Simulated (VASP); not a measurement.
A run of VASP 6.6.1:

The input INCAR:

```
  ALGO = Normal
  EDIFF = 1E-7
  ENCUT = 520
  GGA = PE
  ISIF = 2
  ISMEAR = -1
  IVDW = 12
  LASPH = True
  LCHARG = False
  LREAL = Auto
  LWAVE = False
  NBANDS = 69
  NELM = 60
  PREC = Accurate
  SIGMA = 0.05
```

Contents of KPOINTS:

```
k-points
0
Gamma
  1 1 1
```

The input POSCAR:

```
Si20H10O
1.0
    7.6791800000      0.0000000000      0.0000000000
    0.0000000000      7.6791800000      0.0000000000
    0.0000000000      0.0000000000     21.2555000000
H Si O
10 20 1
Direct
    0.4093926695      0.0000000000      0.0470466468
    0.0906086327      0.0000000000      0.0470466468
    0.9093939718      0.0000000000      0.0470466468
    0.5906099349      0.0000000000      0.0470466468
    0.4093926695      0.5000013022      0.0470466468
    0.0906086327      0.5000013022      0.0470466468
    0.9093939718      0.5000013022      0.0470466468
    0.5906099349      0.5000013022      0.0470466468
    0.3288241713      0.6312262507      0.2814095175
    0.2537510515      0.8014657815      0.2637199784
    0.2500006511      0.0000000000      0.0877655195
    0.7500019533      0.0000000000      0.0877655195
    0.2500006511      0.5000013022      0.0877655195
    0.7500019533      0.5000013022      0.0877655195
    0.2491542066      0.2497011400      0.1479052481
    0.7476319086      0.2502871400      0.1441509256
    0.2565247852      0.7538955982      0.1551598410
    0.7526845314      0.7551847984      0.1574557173
   -0.0022137780      0.2549621184      0.2041589236
    0.4994153022      0.2473050508      0.2010020936
    0.0010287557      0.7518771536      0.2211286491
    0.5205243268      0.7534137760      0.2143586366
    0.0031383559      0.0140119127      0.2717790689
    0.5112655257      0.0347432929      0.2664204559
   -0.0011459557      0.4996366800      0.2733739503
    0.5314239281      0.4667295206      0.2633483098
    0.2545584294      0.0878609435      0.3207311049
    0.7559791540      0.0898012548      0.3228999553
    0.2579572298      0.3834393776      0.3019830162
    0.7637403994      0.3655207978      0.3044341465
    0.3610411528      0.7694571556      0.2900990332
```

Potentials or basis: VASP PAW PBE potentials, release 64 (H, Si, O).

Run with:

```console
$ cat potpaw_PBE.64/H/POTCAR potpaw_PBE.64/Si/POTCAR potpaw_PBE.64/O/POTCAR > POTCAR
$ mpirun -np 1 vasp_gam > vasp.out
```

Hardware: 1 thread of AMD EPYC 7R43 64-Core Processor (Zen 3) (shared host).

Question: How long does it take, and how much memory?

Answer: It took 5.2 min on 1 thread of AMD EPYC 7R43 64-Core Processor (Zen 3), on a shared host, peak memory 0.97 GiB. Counts: scf iterations 31, k points 1.
